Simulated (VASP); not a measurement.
Input of a VASP 6.6.1 run:

The input INCAR:

```
SYSTEM = Si3N4
PREC = Accurate ; ENCUT = 520
EDIFF = 1E-6 ; ISMEAR = -1
SIGMA = 0.02 ; LREAL = .False.
LASPH = .True. ; NELM = 100
ALGO = Normal ; ISIF = 2
LWAVE = .False. ; LCHARG = .True.
GGA = PE ; LELF = .True.
LVHAR = .True. ; NBANDS = 45
```

The input KPOINTS:

```
regular mesh
0
Gamma
  6 6 6
  0 0 0
```

POSCAR

```
Si3N4
1.0
    0.0000000000      3.8382500000      3.8382500000
    3.8382500000      0.0000000000      3.8382500000
    3.8382500000      3.8382500000      0.0000000000
Si N
6 8
Direct
    0.1250000000      0.1250000000      0.1250000000
    0.6250000000      0.1250000000      0.1250000000
    0.1250000000      0.1250000000      0.6250000000
    0.1250000000      0.6250000000      0.1250000000
    0.5000000000      0.5000000000      0.5000000000
    0.7500000000      0.7500000000      0.7500000000
    0.8822201176      0.8822201176      0.8822201176
    0.8966603528      0.3677798824      0.3677798824
    0.8822201176      0.8822201176      0.3533396472
    0.3677798824      0.8966603528      0.3677798824
    0.3533396472      0.8822201176      0.8822201176
    0.3677798824      0.3677798824      0.3677798824
    0.8822201176      0.3533396472      0.8822201176
    0.3677798824      0.3677798824      0.8966603528
```

Potentials or basis: VASP PAW PBE potentials, release 64 (Si, N).

Command:

```sh
$ cat potpaw_PBE.64/Si/POTCAR potpaw_PBE.64/N/POTCAR > POTCAR
$ mpirun -np 1 vasp_std > vasp.out
```

(1) What does it give for the band gap on the k mesh?

(2) What does it give for the pressure?

(3) Estimate the largest force.

## Answers

(1) 3.50 eV, indirect (least direct gap 3.53 eV).

(2) 13.8 GPa.

(3) 0.008 eV/Å.
